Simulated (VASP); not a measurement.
Crystal: TaNb2O5.

```
Ta Nb O
1.0
     4.64500   -2.07700    0.00000
     4.64500    2.07700    0.00000
    -4.64431    0.00000    4.64569
Ta Nb O
1 2 5
Cartesian
  0.0000 0.0000 0.0000
  6.5031 0.0000 0.9291
  -1.8574 0.0000 3.7166
  4.6450 0.0000 0.0000
  1.8581 0.0000 0.9291
  2.7876 0.0000 3.7166
  -0.9287 0.0000 1.8583
  5.5744 0.0000 2.7874
```

```yaml
Program: VASP 6.6.1
Task: relaxation of cell and atoms
Functional: PBE
Potentials_or_basis: VASP PAW PBE potentials, release 64 (Ta_pv, Nb_sv, O)
Cutoff: 600 eV
k_mesh: 3 × 3 × 3
Occupations: gaussian, width 0.15 eV
Spin: no spin polarisation
```

At the start: pressure 13.9 GPa; volume 11.21 Å³/atom.

Task: Where does the relaxation end?

Result: Over 14 steps the energy falls by 103.5 meV/atom and the volume is 11.77 Å³/atom (+5.0 %); space group C2/m (No. 12, to 0.05 Å).

The path:
| step | energy change (eV) | largest force (eV/Å) | pressure (GPa) | volume (Å³) |
| --- | --- | --- | --- | --- |
| 1 | 0.0000 | 2.2841 | 13.89 | 89.64 |
| 2 | -0.0207 | 1.2592 | -18.76 | 102.68 |
| 3 | -0.6007 | 1.0219 | -6.04 | 95.81 |
| 4 | -0.7229 | 0.4925 | 3.30 | 92.62 |
| 5 | -0.7493 | 0.4714 | 0.26 | 93.53 |
| 6 | -0.7971 | 0.2267 | 1.30 | 93.01 |
| 7 | -0.7992 | 0.2310 | 1.06 | 93.10 |
| 8 | -0.8123 | 0.2300 | -0.68 | 93.87 |
| 9 | -0.8135 | 0.2423 | -1.39 | 94.19 |
| 10 | -0.8218 | 0.1397 | -0.36 | 93.99 |
| 11 | -0.8233 | 0.1743 | 0.29 | 93.86 |
| 12 | -0.8266 | 0.0865 | 0.24 | 93.95 |
| 13 | -0.8270 | 0.0887 | 0.22 | 93.99 |
| 14 | -0.8279 | 0.0477 | 0.00 | 94.14 |

Final structure:
```
Ta Nb O
1.0
     4.88908   -2.10947    0.01593
     4.88908    2.10947    0.01593
    -4.86770    0.00000    4.54819
Ta Nb O
1 2 5
Direct
  0.00000 0.00000 0.00000
  0.81274 0.81274 0.22743
  0.18726 0.18726 0.77257
  0.50000 0.50000 0.00000
  0.30182 0.30182 0.21247
  0.69818 0.69818 0.78753
  0.09592 0.09592 0.38319
  0.90408 0.90408 0.61681
```

Caveat: the k points lie up to 0.59 Å⁻¹ apart in the final cell; an odd number of electrons without spin polarisation forces a metal; a magnetic or distorted state may lie lower; the relaxation stopped at a loose force limit of 0.08 eV/Å, so its end isn't a converged minimum.
